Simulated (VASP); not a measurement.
The system is PbS (Galena).

```
CELL_PARAMETERS angstrom
0.00000 2.92567 2.92567
2.92567 0.00000 2.92567
2.92567 2.92567 0.00000
ATOMIC_POSITIONS crystal
Pb 0.00000 0.00000 0.00000
S 0.50000 0.50000 0.50000
```

Base run:

* Program: VASP 6.6.1
* Functional: r2SCAN
* Potentials or basis: VASP PAW PBE potentials, release 64 (Pb_d, S)
* Cutoff: 520 eV
* k mesh: 8 × 8 × 8
* Occupations: fermi-dirac, width 0.05 eV
* Spin: no spin polarisation

Its results: band gap on the k mesh 0.45 eV, direct; pressure 4.1 GPa.

The run is repeated on the same cell with these changes: functional from r2SCAN to PBEsol; dispersion from none to D4. What comes out?

Band gap on the k mesh 0.09 eV, direct; pressure 0.2 GPa.

Several settings changed at once, so the effect can't be laid on one alone.

Caveats: the PAW data sets were made with another functional, which shifts forces and pressure a little; spin-orbit coupling is left out, which moves the levels of the heavy elements.

A k mesh can miss the band edges.
